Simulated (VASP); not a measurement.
Here is a VASP 6.6.1 calculation.

The input INCAR:

```
PREC     = Accurate       # precision mode
ENCUT    = 520            # plane-wave cutoff, eV
EDIFF    = 1E-6           # SCF threshold, eV
ISMEAR   = 0              # smearing method
SIGMA    = 0.05           # smearing width, eV
LREAL    = False          # projectors in reciprocal space
LASPH    = True           # aspherical terms in the spheres
NELM     = 60             # most SCF steps
ALGO     = Normal         # electronic algorithm
ISIF     = 2              # what is computed and relaxed
LWAVE    = False          # write WAVECAR
LCHARG   = False          # write CHGCAR
GGA      = CA             # functional
NBANDS   = 28             # bands
```

The input KPOINTS:

```
regular mesh
0
Gamma
  8 6 6
```

Contents of POSCAR:

```
SnO
1.0
    3.6485679375      0.0000000000      0.0000000000
    0.0000000000      5.6741040000      0.0000000000
    0.0000000000      0.0000000000      4.2219700000
Sn O
2 2
Direct
    0.0000000000      0.2319090000      0.5131440000
    0.5000000000      0.7680910000      0.0131440000
    0.0000000000      0.8912500000      0.7368570000
    0.5000000000      0.1087500000      0.2368570000
```

Potentials or basis: VASP PAW LDA potentials, release 64 (Sn_d, O).

The run is started by

```bash
$ cat potpaw_LDA.64/Sn_d/POTCAR potpaw_LDA.64/O/POTCAR > POTCAR
$ mpirun -np 1 vasp_std > vasp.out
```

Task: Estimate the largest force.

Result: 1.445 eV/Å.

Task: Predict the pressure.

Result: -10.0 GPa.

Task: Estimate the band gap on the k mesh.

Result: 1.32 eV (least direct gap 2.13 eV).

Forces on the atoms (eV/Å):
```
Sn   0.000 -1.356 -0.498
Sn   0.000  1.356 -0.498
O    0.000  0.151  0.498
O    0.000 -0.151  0.498
```

Caveat: the cell differs from its parent crystal (strain +0.0875 x Voigt [1, 0, 0, 0, 0, 0]); the cell stands under tension; spin-orbit coupling is left out, which moves the levels of the heavy elements; forces of over 1 eV/Å act on the atoms, so gaps and moduli don't describe the material at rest. A k mesh can miss the band edges.
